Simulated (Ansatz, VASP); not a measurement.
**WS2 in VASP and in Ansatz**

```
W S
1.0
     3.11787   -1.91132    0.00000
     3.11787    1.91132    0.00000
    -0.00307    0.00000    4.39685
W S
1 2
Cartesian
  0.0000 0.0000 0.0000
  4.2887 0.0000 1.2702
  1.9440 0.0000 3.1266
```

Change from the starting cell: volume scaled by 0.96.

Alike in both runs: task single point; functional PBE; k mesh 8 × 8 × 6; occupations fermi-dirac, width 0.05 eV; no spin polarisation.

|  | VASP | Ansatz |
| --- | --- | --- |
| version | VASP 6.6.1 | Ansatz 0.2.0 |
| potentials or method | VASP PAW PBE potentials, release 64 (W_sv, S), cutoff 520 eV | all-electron LAPW, scalar-relativistic |

```csv
,VASP,Ansatz,Ansatz less VASP
gap on the k mesh at the Fermi level (eV),none,none,-
pressure (GPa),-0.3,-0.2,+0.08
"traceless stress, the component that is largest in VASP (GPa)",20.60,20.57,-0.030
rms of the force components (eV/Å),0.752,0.752,-0.0002
```

Atom by atom the forces differ by 0.001 eV/Å (rms over components). A gap of «none» marks a metal or a gap that the smearing closes. Ansatz ran all-electron here, and VASP with PAW potentials.

Spin-orbit coupling is off throughout.
